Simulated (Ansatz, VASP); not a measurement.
## Al: VASP beside Ansatz

```
Al
1.0
     2.81442    0.00000    0.00000
    -1.40721    2.43736    0.00000
     0.00000    0.00000    9.24105
Al
4
Direct
  0.00000 0.00000 0.00000
  0.33333 0.66667 0.25000
  0.00000 0.00000 0.50000
  0.66667 0.33333 0.75000
```

Alike in both runs: functional PBE; dispersion D3(BJ); k mesh 18 × 18 × 6; occupations gaussian, width 0.1 eV; no spin polarisation.

Ansatz relaxed the structure, and its values are those at the end. VASP's run is a single point on that final structure, the one shown.

```csv
,VASP,Ansatz
version,VASP 6.6.1,Ansatz 0.2.0
potentials or method,"VASP PAW PBE potentials, release 64 (Al), cutoff 520 eV","scalar-relativistic, plane waves, PAW"
valence electrons in the cell,12,12
```

```tsv
	VASP	Ansatz	Ansatz less VASP
gap on the k mesh at the Fermi level (eV)	none	none	-
pressure (GPa)	0.0	0.0	0.00
```

A gap of «none» marks a metal or a gap that the smearing closes.
